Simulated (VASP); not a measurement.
# PbO3 (Fm-3m) in VASP: further runs

Runs on PbO3. Level: PBE. Tasks: single point, relaxation of cell and atoms.

All numbers are computed with VASP 6.6.1; they aren't measurements. Logs are shortened: lines on timing, memory, paths and dates and some standing lists are left out, and cuts for length are marked.

## (1) The cell of the first run

It takes space group Fm-3m (No. 225, cubic). Conventional cell: a = 5.618 Å, b = 5.618 Å, c = 5.618 Å, α = 90.00°, β = 90.00°, γ = 90.00°. Pb (site symmetry m-3m) has 14 O at 2.43 to 2.81 Å within 3.2 Å. O (site symmetry -43m) has 4 Pb at 2.43 Å and 10 O at 2.43 to 2.81 Å within 3.2 Å. O (site symmetry m-3m) has 8 O at 2.43 Å and 6 Pb at 2.81 Å within 3.2 Å.

## (2) Single point, PBE

INCAR reads:

```
SYSTEM = PbO3
  ALGO = Normal
  EDIFF = 1E-6
  ENCUT = 520
  GGA = PE
  ISIF = 2
  ISMEAR = 0
  LASPH = .TRUE.
  LCHARG = .FALSE.
  LREAL = .FALSE.
  LWAVE = .FALSE.
  NBANDS = 24
  NELM = 80
  PREC = Accurate
  SIGMA = 0.1
```

KPOINTS reads:

```
k-points
0
G
  6 6 6
  0 0 0
```

POSCAR reads:

```
PbO3
1.0
    0.0000000000      2.8092063469      2.8092063469
    2.8092063469      0.0000000000      2.8092063469
    2.8092063469      2.8092063469      0.0000000000
Pb O
1 3
Direct
    0.0000000000      0.0000000000      0.0000000000
    0.2500000000      0.2500000000      0.2500000000
    0.7500000000      0.7500000000      0.7500000000
    0.5000000000      0.5000000000      0.5000000000
```

Potentials or basis: VASP PAW PBE potentials, release 64 (Pb_d, O).

Command:

```bash
$ cat potpaw_PBE.64/Pb_d/POTCAR potpaw_PBE.64/O/POTCAR > POTCAR
$ mpirun -np 1 vasp_std > vasp.out
```

OUTCAR:

```text
SYSTEM = PbO3
   EDIFF = 1E-6
   ENCUT = 520
   GGA = PE
   ISIF = 2
   ISMEAR = 0
   LASPH = .TRUE.
   LREAL = .FALSE.
   NELM = 80
   PREC = Accurate

 ion  position               nearest neighbor table
   1  0.000  0.000  0.000-   3 2.43   3 2.43   3 2.43   2 2.43   3 2.43   2 2.43   2 2.43   2 2.43
                             4 2.81   4 2.81   4 2.81   4 2.81   4 2.81   4 2.81
   2  0.250  0.250  0.250-   1 2.43   1 2.43   1 2.43   1 2.43
   3  0.750  0.750  0.750-   1 2.43   1 2.43   1 2.43   1 2.43
   4  0.500  0.500  0.500-   1 2.81   1 2.81   1 2.81   1 2.81   1 2.81   1 2.81

  LATTYP: Found a face centered cubic cell.
 ALAT       =     5.6184126938

  Lattice vectors:

 A1 = (   0.0000000000,   2.8092063469,   2.8092063469)
 A2 = (   2.8092063469,   0.0000000000,   2.8092063469)
 A3 = (   2.8092063469,   2.8092063469,   0.0000000000)

Analysis of symmetry for initial positions (statically):
=====================================================================
 Subroutine PRICEL returns:
 Original cell was already a primitive cell.

 Routine SETGRP: Setting up the symmetry group for a
 face centered cubic supercell.

 Subroutine GETGRP returns: Found 48 space group operations
 (whereof 48 operations were pure point group operations)
 out of a pool of 48 trial point group operations.

The static configuration has the point symmetry O_h .

Analysis of symmetry for dynamics (positions and initial velocities):
=====================================================================
 Subroutine PRICEL returns:
 Original cell was already a primitive cell.

 Routine SETGRP: Setting up the symmetry group for a
 face centered cubic supercell.

 Subroutine GETGRP returns: Found 48 space group operations
 (whereof 48 operations were pure point group operations)
 out of a pool of 48 trial point group operations.

The dynamic configuration has the point symmetry O_h .

 Subroutine INISYM returns: Found 48 space group operations
 (whereof 48 operations are pure point group operations),
 and found     1 'primitive' translations

----------------------------------------------------------------------------------------

                                     Primitive cell

  volume of cell :      44.3385

  direct lattice vectors                    reciprocal lattice vectors
     0.000000000  2.809206347  2.809206347    -0.177986213  0.177986213  0.177986213
     2.809206347  0.000000000  2.809206347     0.177986213 -0.177986213  0.177986213
     2.809206347  2.809206347  0.000000000     0.177986213  0.177986213 -0.177986213

  length of vectors
     3.972817715  3.972817715  3.972817715     0.308281164  0.308281164  0.308281164

  position of ions in fractional coordinates (direct lattice)
     0.000000000  0.000000000  0.000000000
     0.250000000  0.250000000  0.250000000
     0.750000000  0.750000000  0.750000000
     0.500000000  0.500000000  0.500000000

  ion indices of the primitive-cell ions
   primitive index   ion index
                 1           1
                 2           2
                 3           3
                 4           4

----------------------------------------------------------------------------------------

 KPOINTS: k-points

Automatic generation of k-mesh.
 Grid dimensions read from file:
 generate k-points for:    6    6    6

 Generating k-lattice:

  Cartesian coordinates                     Fractional coordinates (reciprocal lattice)
    -0.029664369  0.029664369  0.029664369     0.166666667  0.000000000  0.000000000
     0.029664369 -0.029664369  0.029664369     0.000000000  0.166666667  0.000000000
     0.029664369  0.029664369 -0.029664369     0.000000000  0.000000000  0.166666667

  Length of vectors
     0.051380194  0.051380194  0.051380194

  Shift w.r.t. Gamma in fractional coordinates (k-lattice)
     0.000000000  0.000000000  0.000000000

 Subroutine IBZKPT returns following result:
 ===========================================

 Found     16 irreducible k-points:

 Following reciprocal coordinates:
            Coordinates               Weight
  0.000000  0.000000  0.000000      1.000000
  0.166667  0.000000  0.000000      8.000000
  0.333333  0.000000  0.000000      8.000000
  0.500000  0.000000  0.000000      4.000000
  0.166667  0.166667  0.000000      6.000000
  0.333333  0.166667  0.000000     24.000000
[... 8 lines left out ...]
 -0.333333  0.333333  0.166667     24.000000
 -0.333333  0.500000  0.166667     12.000000
   k-points           NKPTS =     16   k-points in BZ     NKDIM =     16   number of bands    NBANDS=     24
   number of dos      NEDOS =    301   number of ions     NIONS =      4
   total plane-waves  NPLWV =  27000
   dimension x,y,z NGX =    30 NGY =   30 NGZ =   30
   dimension x,y,z NGXF=    60 NGYF=   60 NGZF=   60
   ions per type =               1   3
   NGX,Y,Z   is equivalent  to a cutoff of  12.55, 12.55, 12.55 a.u.
   NGXF,Y,Z  is equivalent  to a cutoff of  25.11, 25.11, 25.11 a.u.
 SYSTEM =  PbO3
   PREC   = accura    normal or accurate (medium, high low for compatibility)
   ISTART =      0    job   : 0-new  1-cont  2-samecut
   ICHARG =      2    charge: 1-file 2-atom 10-const
   ISPIN  =      1    spin polarized calculation?
   LNONCOLLINEAR =      F non collinear calculations
   LSORBIT =      F    spin-orbit coupling
   LASPH  =      T    aspherical Exc in radial PAW
   ENCUT  =  520.0 eV  38.22 Ry    6.18 a.u.   7.39  7.39  7.39*2*pi/ulx,y,z
   NELM   =     80;   NELMIN=  2; NELMDL= -5     # of ELM steps
   EDIFF  = 0.1E-05   stopping-criterion for ELM
   LREAL  =      F    real-space projection
   EDIFFG = 0.1E-04   stopping-criterion for IOM
   NSW    =      0    number of steps for IOM
   IBRION =     -1    ionic relax: 0-MD 1-quasi-New 2-CG
   NFREE  =      0    steps in history (QN), initial steepest desc. (CG)
   ISIF   =      2    stress and relaxation
   ISYM   =      2    0-nonsym 1-usesym 2-fastsym
   POTIM  = 0.5000    time-step for ionic-motion
   TEBEG  =    0.0;   TEEND  =   0.0 temperature during run
   PSTRESS=    0.0 pullay stress
   NELECT =      32.0000    total number of electrons
   NUPDOWN=      -1.0000    fix difference up-down
   EMIN   =  10.00;   EMAX   =-10.00  energy-range for DOS
   EFERMI =   0.00;   METHOD = LEGACY
   ISMEAR =     0;   SIGMA  =   0.10  broadening in eV -4-tet -1-fermi 0-gaus
   EFERMI_NEDOS =   21; number of points for ismear=-14 and -15
   IALGO  =     38    algorithm
   IMIX   =      4    mixing-type and parameters
     AMIX     =   0.40;   BMIX     =  1.00
     AMIX_MAG =   1.60;   BMIX_MAG =  1.00
  volume/ion in A,a.u.               =      11.08        74.80
  Fermi-wavevector in a.u.,A,eV,Ry     =   1.468468  2.775002 29.339584  2.156399
  Thomas-Fermi vector in A             =   2.583962
   LORBIT       =      0    0 simple, 1 ext, 2 COOP (PROOUT), +10 PAW based schemes
   GGA     = PE    functional components
   LHFCALC =     F    Hartree Fock is set to
   AEXX    =    0.0000 exact exchange contribution
   IVDW    =     0    specifies the selected vdW correction
   LEPSILON=     F    determine dielectric tensor
   LRPA    =     F    only Hartree local field effects (RPA)
 non-spin polarized calculation
 Gauss-broadening in eV      SIGMA  =   0.10
  energy-cutoff  :      520.00
  volume of cell :       44.34
 maximum number of plane-waves:      1243
 NGX is ok and might be reduce to    30
   NGX = 15   NGY = 15   NGZ = 15

 number of electron      32.0000012 magnetization

 Free energy of the ion-electron system (eV)
  ---------------------------------------------------
  ext. energy  EPLUGINS =         0.00000000
  ---------------------------------------------------
  free energy    TOTEN  =       -16.80753757 eV

  energy without entropy =      -16.77485720  energy(sigma->0) =      -16.79119739

 E-fermi :   5.6858     XC(G=0): -11.9548

 val. band max:        5.6725389172   @ k =  -0.3333   0.3333   0.1667
 cond. band min:       5.7246443964   @ k =  -0.3333   0.3333   0.1667
 fundamental gap:      0.0521054792
 Fermi energy:         5.6857583271

 k-point     1 :       0.0000    0.0000    0.0000
  band No.  band energies     occupation
      1     -13.4219      2.00000
      2     -10.5325      2.00000
      3      -9.9410      2.00000
      4      -9.9410      2.00000
      5      -9.9410      2.00000
      6      -9.7734      2.00000
[... 16 lines left out ...]
     23      19.6579      0.00000
     24      24.7418      0.00000

 k-point     2 :       0.1667    0.0000    0.0000
  band No.  band energies     occupation
      1     -13.2007      2.00000
      2     -11.0105      2.00000
      3      -9.9214      2.00000
      4      -9.9214      2.00000
      5      -9.7772      2.00000
      6      -9.7772      2.00000
[... 16 lines left out ...]
     23      20.4019      0.00000
     24      24.2963      0.00000

 k-point     3 :       0.3333    0.0000    0.0000
  band No.  band energies     occupation
      1     -12.6443      2.00000
      2     -11.5397      2.00000
      3      -9.9171      2.00000
      4      -9.9002      2.00000
      5      -9.9002      2.00000
      6      -9.7661      2.00000
[... 16 lines left out ...]
     23      21.9335      0.00000
     24      23.6649      0.00000
[... 298 lines left out ...]
 k-point    15 :      -0.3333    0.3333    0.1667
  band No.  band energies     occupation
      1     -11.8941      2.00000
      2     -11.8594      2.00000
      3     -10.8945      2.00000
      4      -9.8117      2.00000
      5      -9.7643      2.00000
      6      -9.5151      2.00000
[... 16 lines left out ...]
     23      22.0147      0.00000
     24      22.4141      0.00000

 k-point    16 :      -0.3333    0.5000    0.1667
  band No.  band energies     occupation
      1     -11.8747      2.00000
      2     -11.7358      2.00000
      3     -11.0966      2.00000
      4      -9.7725      2.00000
      5      -9.7572      2.00000
      6      -9.4824      2.00000
[... 16 lines left out ...]
     23      21.4698      0.00000
     24      21.6806      0.00000

------------------------ aborting loop because EDIFF is reached ----------------------------------------

  FORCE on cell =-STRESS in cart. coord.  units (eV):
  Direction    XX          YY          ZZ          XY          YZ          ZX
  --------------------------------------------------------------------------------------
  -------------------------------------------------------------------------------------
  Total        0.0012375      0.0012375      0.0012375      0.0000000     -0.0000000      0.0000000
  in kB        0.0447184      0.0447184      0.0447184      0.0000000     -0.0000000      0.0000000
  external PRESSURE =       0.0447184 kB  Pullay stress =       0.0000000 kB

 VOLUME and BASIS-vectors are now :
 -----------------------------------------------------------------------------
  energy-cutoff  :      520.00
  volume of cell :       44.34
      direct lattice vectors                 reciprocal lattice vectors
     0.000000000  2.809206347  2.809206347    -0.177986213  0.177986213  0.177986213
     2.809206347  0.000000000  2.809206347     0.177986213 -0.177986213  0.177986213
     2.809206347  2.809206347  0.000000000     0.177986213  0.177986213 -0.177986213

 POSITION                                       TOTAL-FORCE (eV/Angst)
 -----------------------------------------------------------------------------------
      0.00000      0.00000      0.00000        -0.000000     -0.000000     -0.000000
      1.40460      1.40460      1.40460         0.000000     -0.000000     -0.000000
      4.21381      4.21381      4.21381         0.000000      0.000000      0.000000
      2.80921      2.80921      2.80921        -0.000000     -0.000000     -0.000000
 -----------------------------------------------------------------------------------
    total drift:                                0.000000     -0.000000     -0.000000

  FREE ENERGIE OF THE ION-ELECTRON SYSTEM (eV)
  ---------------------------------------------------
  free  energy   TOTEN  =       -16.8075375697 eV

  energy  without entropy=      -16.7748572029  energy(sigma->0) =      -16.79119739
```

Run time: 18 s. Hardware: 1 thread of AMD EPYC 7R13 (Zen 3), shared host; peak memory 0.14 GiB.

Results:

* Free energy: -16.8075 eV
* Pressure: 0.0 GPa
* Band gap on the k mesh: zero (band 16 reaches 5.94 eV, above the bottom of band 17 at 4.76 eV)

Caveat: spin-orbit coupling is left out, which moves the levels of the heavy elements.

## (3) Relaxation of cell and atoms, PBE

This run uses another cell than the first one, of 11.77 Å³/atom, 1.062 times its volume.

INCAR reads:

```
SYSTEM = PbO3
PREC     = Accurate       ! precision mode
ENCUT    = 600            ! plane-wave cutoff, eV
EDIFF    = 1E-6           ! SCF threshold, eV
ISMEAR   = 0              ! smearing method
SIGMA    = 0.1            ! smearing width, eV
LREAL    = .False.        ! projectors in reciprocal space
LASPH    = .True.         ! aspherical terms in the spheres
NELM     = 80             ! most SCF steps
ALGO     = Normal         ! electronic algorithm
ISIF     = 3              ! what is computed and relaxed
LWAVE    = .False.        ! write WAVECAR
LCHARG   = .False.        ! write CHGCAR
GGA      = PE             ! functional
IBRION   = 2              ! ionic algorithm
NSW      = 90             ! ionic steps
EDIFFG   = -0.04          ! ionic threshold
```

KPOINTS reads:

```
Automatic mesh
0
Gamma
  6 6 6
  0 0 0
```

POSCAR reads:

```
PbO3
1.0
    0.0000000000      2.8663187300      2.8663187300
    2.8663187300      0.0000000000      2.8663187300
    2.8663187300      2.8663187300      0.0000000000
Pb O
1 3
Direct
    0.0000000000      0.0000000000      0.0000000000
    0.2500000000      0.2500000000      0.2500000000
    0.7500000000      0.7500000000      0.7500000000
    0.5000000000      0.5000000000      0.5000000000
```

Potentials or basis: VASP PAW PBE potentials, release 64 (Pb_d, O).

Command:

```bash
$ cat potpaw_PBE.64/Pb_d/POTCAR potpaw_PBE.64/O/POTCAR > POTCAR
$ mpirun -np 1 vasp_std > vasp.out
```

Wall time 40 s (1 thread of AMD EPYC 7R13 (Zen 3), shared host); peak memory 0.16 GiB.

It converged, with:

| Property | Result |
| --- | --- |
| Free energy | -16.8174 eV |
| Relaxed volume | 11.07 Å³/atom |
| Relaxed cell | a = 3.971 Å, b = 3.971 Å, c = 3.971 Å, α = 60.00°, β = 60.00°, γ = 60.00° |
| Space group after relaxing (to 0.05 Å) | Fm-3m (No. 225) |
| Energy gained by relaxing | 14.9 meV/atom |
| Ionic steps | 3 |
| Pressure after relaxing | 0.0 GPa |
| Band gap on the k mesh | zero (band 16 reaches 5.96 eV, above the bottom of band 17 at 4.77 eV) |

Step by step:
| step | energy change (eV) | largest force (eV/Å) | pressure (GPa) | volume (Å³) |
| --- | --- | --- | --- | --- |
| 1 | 0.0000 | 0.0000 | -6.39 | 47.10 |
| 2 | -0.0589 | 0.0000 | 0.91 | 43.97 |
| 3 | -0.0598 | 0.0000 | 0.00 | 44.29 |

Final structure:
```yaml
crystal:
  lattice:
    - [0.00000, 2.80809, 2.80809]
    - [2.80809, 0.00000, 2.80809]
    - [2.80809, 2.80809, 0.00000]
  atoms:
    - { symbol: Pb, position: [0.00000, 0.00000, 0.00000] }
    - { symbol: O, position: [0.25000, 0.25000, 0.25000] }
    - { symbol: O, position: [0.75000, 0.75000, 0.75000] }
    - { symbol: O, position: [0.50000, 0.50000, 0.50000] }
```

Levels at points of the mesh, in eV from the Fermi level:
| k point | band 13 | band 14 | band 15 | band 16 | band 17 | band 18 | band 19 | band 20 |
| --- | --- | --- | --- | --- | --- | --- | --- | --- |
| (0.00, 0.00, 0.00) | -2.43 | -2.43 | -2.43 | -0.93 | -0.93 | -0.93 | 8.37 | 8.37 |
| (0.50, 0.00, 0.00) | -2.96 | -2.55 | -0.23 | 0.20 | 0.20 | 1.36 | 7.97 | 8.09 |
| (0.50, 0.50, 0.00) | -0.85 | -0.83 | -0.83 | 0.15 | 0.15 | 1.16 | 7.46 | 9.94 |

Caveat: spin-orbit coupling is left out, which moves the levels of the heavy elements.
